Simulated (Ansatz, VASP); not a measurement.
## Two plane-wave programs on C

The input INCAR:

```
  PREC = Accurate
  ENCUT = 600
  EDIFF = 1E-7
  ISMEAR = 0
  SIGMA = 0.01
  LREAL = F
  LASPH = T
  NELM = 120
  ALGO = Normal
  ISIF = 3
  LWAVE = F
  LCHARG = F
  GGA = PE
  IBRION = 2
  NSW = 100
  EDIFFG = -0.01
  GGA_COMPAT = F
  NELMIN = 4
```

KPOINTS

```
regular mesh
0
Gamma
  12 12 12
```

Contents of POSCAR:

```
C
1.0
   -3.2929256395      3.2929256395      1.6953441624
    3.2929256395     -3.2929256395      1.6953441624
    3.2929256395      3.2929256395     -1.6953441624
C
8
Direct
    0.8820761512      0.0387842610      0.8432918902
    0.1954923708      0.0387842610      0.1567081098
    0.7887842610      0.4454923708      0.6567081098
    0.7887842610      0.1320761512      0.3432918902
    0.5545076292      0.2112157390      0.3432918902
    0.8679238488      0.2112157390      0.6567081098
    0.9612157390      0.8045076292      0.8432918902
    0.9612157390      0.1179238488      0.1567081098
```

Input for Ansatz:

```yaml
crystal:
  lattice:
    - [-3.2929256395, 3.2929256395, 1.6953441624]
    - [3.2929256395, -3.2929256395, 1.6953441624]
    - [3.2929256395, 3.2929256395, -1.6953441624]
  atoms:
    - { symbol: C, position: [0.8820761512, 0.038784261, 0.8432918902] }
    - { symbol: C, position: [0.1954923708, 0.038784261, 0.1567081098] }
    - { symbol: C, position: [0.788784261, 0.4454923708, 0.6567081098] }
    - { symbol: C, position: [0.788784261, 0.1320761512, 0.3432918902] }
    - { symbol: C, position: [0.5545076292, 0.211215739, 0.3432918902] }
    - { symbol: C, position: [0.8679238488, 0.211215739, 0.6567081098] }
    - { symbol: C, position: [0.961215739, 0.8045076292, 0.8432918902] }
    - { symbol: C, position: [0.961215739, 0.1179238488, 0.1567081098] }
basis:
  ecutwfc: 420
kpoints:
  mp_grid: { grid: [12, 12, 12] }
hamiltonian:
  xc: pbe
scf:
  occupations: { method: gaussian, width: 0.01 }
output:
  forces: true
  stress: true
  eigenvalues: true
relax:
  adjacent_minimum: "off"
  f_tol: 0.01
  max_steps: 80
  cell: { stress_tol: 0.05 }
```

Alike in both runs: task relaxation of cell and atoms; functional PBE; k mesh 12 × 12 × 12; occupations gaussian, width 0.01 eV; no spin polarisation.

|  | VASP | Ansatz |
| --- | --- | --- |
| version | VASP 6.6.1 | Ansatz 0.2.0 |
| potentials or method | VASP PAW PBE potentials, release 64 (C), cutoff 600 eV | scalar-relativistic, plane waves, PAW |
| valence electrons in the cell | 32 | 32 |

|  | VASP | Ansatz | Ansatz less VASP |
| --- | --- | --- | --- |
| gap on the k mesh at the Fermi level, each at its own relaxed structure (eV) | 0.10 | 0.10 | 0.000 |
| relaxed volume (Å³/atom) | 9.18 | 9.18 | +0.002 |
| relaxed length of the cell vector where the two differ most in proportion (Å) | 4.954 | 4.955 | +0.0010 |
